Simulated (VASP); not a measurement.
# InC2 (P4/mbm) in VASP: single point with PBE

Aim: the single point of InC2 with PBE.

Program: VASP 6.6.1. These are calculated values, not measurements. Logs are shortened: lines on timing, memory, paths and dates and some standing lists are left out, and cuts for length are marked.

### Step 1. The cell of the first run

Symmetry: P4/mbm, No. 127, tetragonal system. The conventional cell has a = 5.424 Å, b = 5.424 Å, c = 3.847 Å, α = 90.00°, β = 90.00°, γ = 90.00°. In (site symmetry 4/m) has 4 C at 2.31 Å within 3.0 Å. C (site symmetry m2m) has 1 C at 1.28 Å within 1.7 Å.

The cell was generated, and may not be a known phase.

### Step 2. Single point, PBE

INCAR reads:

```
SYSTEM = InC2
PREC = Accurate
ENCUT = 1300
EDIFF = 1E-6
ISMEAR = 0
SIGMA = 0.1
LREAL = .FALSE.
LASPH = .TRUE.
NELM = 120
ALGO = Normal
ISIF = 2
LWAVE = .FALSE.
LCHARG = .FALSE.
GGA = PE
NBANDS = 30
GGA_COMPAT = .FALSE.
```

KPOINTS reads:

```
regular mesh
0
G
  4 4 8
  0 0 0
```

POSCAR reads:

```
InC2
1.0
    5.4237645810      0.0000000000      0.0000000000
    0.0000000000      5.4237645810      0.0000000000
    0.0000000000      0.0000000000      3.8467236286
In C
2 4
Direct
    0.5000000000      0.5000000000      0.0000000000
    0.0000000000      0.0000000000      0.0000000000
    0.9167838770      0.5832161230      0.0000000000
    0.0832161230      0.4167838770      0.0000000000
    0.5832161230      0.0832161230      0.0000000000
    0.4167838770      0.9167838770      0.0000000000
```

Potentials or basis: VASP PAW PBE potentials, release 64 (In_d, C_h).

Launch:

```console
$ cat potpaw_PBE.64/In_d/POTCAR potpaw_PBE.64/C_h/POTCAR > POTCAR
$ mpirun -np 1 vasp_std > vasp.out
```

OUTCAR:

```text
SYSTEM = InC2
   PREC = Accurate
   ENCUT = 1300
   EDIFF = 1E-6
   ISMEAR = 0
   LREAL = .FALSE.
   LASPH = .TRUE.
   NELM = 120
   ISIF = 2
   GGA = PE

 ion  position               nearest neighbor table
   1  0.500  0.500  0.000-   3 2.31   4 2.31   5 2.31   6 2.31   2 3.84   2 3.84   2 3.84   2 3.84

   2  0.000  0.000  0.000-   3 2.31   4 2.31   5 2.31   6 2.31   1 3.84   1 3.84   1 3.84   1 3.84

   3  0.917  0.583  0.000-   4 1.28   2 2.31   1 2.31
   4  0.083  0.417  0.000-   3 1.28   2 2.31   1 2.31
   5  0.583  0.083  0.000-   6 1.28   2 2.31   1 2.31
   6  0.417  0.917  0.000-   5 1.28   2 2.31   1 2.31

  LATTYP: Found a simple tetragonal cell.
 ALAT       =     5.4237645810
 C/A-ratio  =     0.7092349919

  Lattice vectors:

 A1 = (   5.4237645810,   0.0000000000,   0.0000000000)
 A2 = (   0.0000000000,   5.4237645810,   0.0000000000)
 A3 = (   0.0000000000,   0.0000000000,   3.8467236286)

Analysis of symmetry for initial positions (statically):
=====================================================================
 Subroutine PRICEL returns:
 Original cell was already a primitive cell.

 Routine SETGRP: Setting up the symmetry group for a
 simple tetragonal supercell.

 Subroutine GETGRP returns: Found 16 space group operations
 (whereof  8 operations were pure point group operations)
 out of a pool of 16 trial point group operations.

The static configuration has the point symmetry C_4h.
 The point group associated with its full space group is D_4h.

Analysis of symmetry for dynamics (positions and initial velocities):
=====================================================================
 Subroutine PRICEL returns:
 Original cell was already a primitive cell.

 Routine SETGRP: Setting up the symmetry group for a
 simple tetragonal supercell.

 Subroutine GETGRP returns: Found 16 space group operations
 (whereof  8 operations were pure point group operations)
 out of a pool of 16 trial point group operations.

The dynamic configuration has the point symmetry C_4h.
 The point group associated with its full space group is D_4h.

 Subroutine INISYM returns: Found 16 space group operations
 (whereof  8 operations are pure point group operations),
 and found     1 'primitive' translations

----------------------------------------------------------------------------------------
[... 97 lines left out ...]
   LSORBIT =      F    spin-orbit coupling
   LASPH  =      T    aspherical Exc in radial PAW
   ENCUT  = 1300.0 eV  95.55 Ry    9.77 a.u.  15.95 15.95 11.31*2*pi/ulx,y,z
   NELM   =    120;   NELMIN=  2; NELMDL= -5     # of ELM steps
   EDIFF  = 0.1E-05   stopping-criterion for ELM
   LREAL  =      F    real-space projection
   EDIFFG = 0.1E-04   stopping-criterion for IOM
   NSW    =      0    number of steps for IOM
   IBRION =     -1    ionic relax: 0-MD 1-quasi-New 2-CG
   NFREE  =      0    steps in history (QN), initial steepest desc. (CG)
   ISIF   =      2    stress and relaxation
   ISYM   =      2    0-nonsym 1-usesym 2-fastsym
   POTIM  = 0.5000    time-step for ionic-motion
   TEBEG  =    0.0;   TEEND  =   0.0 temperature during run
   PSTRESS=    0.0 pullay stress
   NELECT =      42.0000    total number of electrons
   NUPDOWN=      -1.0000    fix difference up-down
   EMIN   =  10.00;   EMAX   =-10.00  energy-range for DOS
   EFERMI =   0.00;   METHOD = LEGACY
   ISMEAR =     0;   SIGMA  =   0.10  broadening in eV -4-tet -1-fermi 0-gaus
   EFERMI_NEDOS =   21; number of points for ismear=-14 and -15
   IALGO  =     38    algorithm
   IMIX   =      4    mixing-type and parameters
     AMIX     =   0.40;   BMIX     =  1.00
     AMIX_MAG =   1.60;   BMIX_MAG =  1.00
  volume/ion in A,a.u.               =      18.86       127.27
  Fermi-wavevector in a.u.,A,eV,Ry     =   1.176505  2.223272 18.832689  1.384164
  Thomas-Fermi vector in A             =   2.312867
   LORBIT       =      0    0 simple, 1 ext, 2 COOP (PROOUT), +10 PAW based schemes
   GGA     = PE    functional components
   LHFCALC =     F    Hartree Fock is set to
   AEXX    =    0.0000 exact exchange contribution
   IVDW    =     0    specifies the selected vdW correction
   LEPSILON=     F    determine dielectric tensor
   LRPA    =     F    only Hartree local field effects (RPA)
 non-spin polarized calculation
 Gauss-broadening in eV      SIGMA  =   0.10
  energy-cutoff  :     1300.00
  volume of cell :      113.16
 maximum number of plane-waves:     12096
 NGX is ok and might be reduce to    64
   NGX = 31   NGY = 31   NGZ = 23

 number of electron      42.0000001 magnetization

 Free energy of the ion-electron system (eV)
  ---------------------------------------------------
  ext. energy  EPLUGINS =         0.00000000
  ---------------------------------------------------
  free energy    TOTEN  =       -34.79216283 eV

  energy without entropy =      -34.76577018  energy(sigma->0) =      -34.77896650

 E-fermi :   3.8107     XC(G=0):  -8.9066

 val. band max:        3.7867153795   @ k =   0.5000   0.2500   0.0000
 cond. band min:       3.8129223249   @ k =   0.5000   0.0000   0.3750
 fundamental gap:      0.0262069455
 Fermi energy:         3.8107341314

 k-point     1 :       0.0000    0.0000    0.0000
  band No.  band energies     occupation
      1     -11.4160      2.00000
      2     -11.3573      2.00000
      3     -10.8354      2.00000
      4     -10.6800      2.00000
      5     -10.6800      2.00000
      6     -10.6497      2.00000
[... 781 lines left out ...]
     29      10.8633      0.00000
     30      10.8633      0.00000

 [... further k-points ...]
[... 5 lines left out ...]
  --------------------------------------------------------------------------------------
  -------------------------------------------------------------------------------------
  Total       -0.0767136     -0.0767136      0.2638080      0.0000000      0.0000000     -0.0000000
  in kB       -1.0861518     -1.0861518      3.7351314      0.0000000      0.0000000     -0.0000000
  external PRESSURE =       0.5209426 kB  Pullay stress =       0.0000000 kB

 VOLUME and BASIS-vectors are now :
 -----------------------------------------------------------------------------
  energy-cutoff  :     1300.00
  volume of cell :      113.16
      direct lattice vectors                 reciprocal lattice vectors
     5.423764581  0.000000000  0.000000000     0.184373784  0.000000000  0.000000000
     0.000000000  5.423764581  0.000000000     0.000000000  0.184373784  0.000000000
     0.000000000  0.000000000  3.846723629     0.000000000  0.000000000  0.259961488

 POSITION                                       TOTAL-FORCE (eV/Angst)
 -----------------------------------------------------------------------------------
      2.71188      2.71188      0.00000         0.000000     -0.000000     -0.000000
      0.00000      0.00000      0.00000         0.000000     -0.000000     -0.000000
      4.97242      3.16323      0.00000         0.023939     -0.023939      0.000000
      0.45134      2.26054      0.00000        -0.023939      0.023939     -0.000000
      3.16323      0.45134      0.00000        -0.023939     -0.023939     -0.000000
      2.26054      4.97242      0.00000         0.023939      0.023939     -0.000000
 -----------------------------------------------------------------------------------
    total drift:                                0.000000      0.000000      0.000000

  FREE ENERGIE OF THE ION-ELECTRON SYSTEM (eV)
  ---------------------------------------------------
  free  energy   TOTEN  =       -34.7921628272 eV

  energy  without entropy=      -34.7657701806  energy(sigma->0) =      -34.77896650
```

It took 6.3 min on 1 thread of AMD EPYC 7R43 (Zen 3), shared host; peak memory 0.62 GiB.

What came out:

```yaml
Free_energy: -34.7922 eV
Pressure: 0.1 GPa
Largest_force: 0.034 eV/Å
Band_gap_on_the_k_mesh: zero (bands 21 and 22 overlap by 1.67 eV)
```

Forces on the atoms (eV/Å):
```
In   0.000  0.000  0.000
In   0.000  0.000  0.000
C    0.024 -0.024  0.000
C   -0.024  0.024  0.000
C   -0.024 -0.024  0.000
C    0.024  0.024  0.000
```

Caveat: spin-orbit coupling is left out, which moves the levels of the heavy elements.

The gap in the log of VASP goes by the Fermi energy; the results here count the filled bands.